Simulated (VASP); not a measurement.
A run of VASP 6.6.1 is set up as follows.

Contents of INCAR:

```
  PREC = Accurate
  ENCUT = 520
  EDIFF = 1E-6
  ISMEAR = 0
  SIGMA = 0.15
  LREAL = F
  LASPH = T
  NELM = 80
  ALGO = Normal
  ISIF = 2
  LWAVE = F
  LCHARG = T
  GGA = PS
  LELF = T
  LVHAR = T
  NBANDS = 21
```

KPOINTS

```
Automatic mesh
0
Gamma
  20 20 20
```

File POSCAR:

```
Ge
1.0
   -2.4584595300      2.6111000550      1.4585012050
    2.4584595300     -2.6111000550      1.4585012050
    2.4584595300      2.6111000550     -1.4585012050
Ge
2
Direct
    0.1859430000      0.9359430000      0.2500000000
    0.8140570000      0.0640570000      0.7500000000
```

Potentials or basis: VASP PAW PBE potentials, release 64 (Ge_d).

Command:

```bash
$ cat potpaw_PBE.64/Ge_d/POTCAR > POTCAR
$ mpirun -np 1 vasp_std > vasp.out
```

**Question.** Estimate the band gap on the k mesh.

**Answer.** Zero (band 14 reaches 9.19 eV, above the bottom of band 15 at 3.11 eV).

**Question.** Predict the pressure.

**Answer.** -1.4 GPa.

**Question.** What does it give for the largest force?

**Answer.** 0.055 eV/Å.

Forces in eV/Å, atoms in the order of the input:
```
Ge   0.000  0.000 -0.055
Ge   0.000  0.000  0.055
```

Caveat: the cell differs from its parent crystal (strain -0.015 along x and y, +0.015 along z); the PAW data sets were made with another functional, which shifts forces and pressure a little.
